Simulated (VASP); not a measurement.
Input of a VASP 6.6.1 run:

INCAR

```
ALGO = Normal ; EDIFF = 1E-6
ENCUT = 700 ; GGA = CA
GGA_COMPAT = F ; ISIF = 2
ISMEAR = 0 ; LASPH = T
LCHARG = T ; LELF = T
LREAL = F ; LVHAR = T
LWAVE = F ; NBANDS = 22
NELM = 120 ; PREC = Accurate
SIGMA = 0.05
```

Contents of KPOINTS:

```
k-points
0
Gamma
  12 12 6
```

File POSCAR:

```
NiO2
1.0
    2.6525108924      0.0000000000      0.0000000000
   -1.3262554462      2.2971418167      0.0000000000
    0.0000000000      0.0000000000      4.5631144882
Ni O
1 2
Direct
    0.0000000000      0.0000000000      0.5000000000
    0.6666666667      0.3333333333      0.7186230907
    0.3333333333      0.6666666667      0.2813769093
```

Potentials or basis: VASP PAW LDA potentials, release 64 (Ni_sv_GW, O).

Launch:

```bash
$ cat potpaw_LDA.64/Ni_sv_GW/POTCAR potpaw_LDA.64/O/POTCAR > POTCAR
$ mpirun -np 1 vasp_std > vasp.out
```

**Question.** Estimate the band gap on the k mesh.

**Answer.** 0.96 eV (least direct gap 1.11 eV).

**Question.** What does it give for the largest force?

**Answer.** 0.344 eV/Å.

Stress tensor (GPa, compression positive):
```
16.92  0.00  0.00
 0.00 16.92  0.00
 0.00  0.00 -5.75
```

Caveat: the stress differs along the axes, from -6 to 17 GPa; the run has no spin polarisation, though such a crystal can be magnetic. A k mesh can miss the band edges.
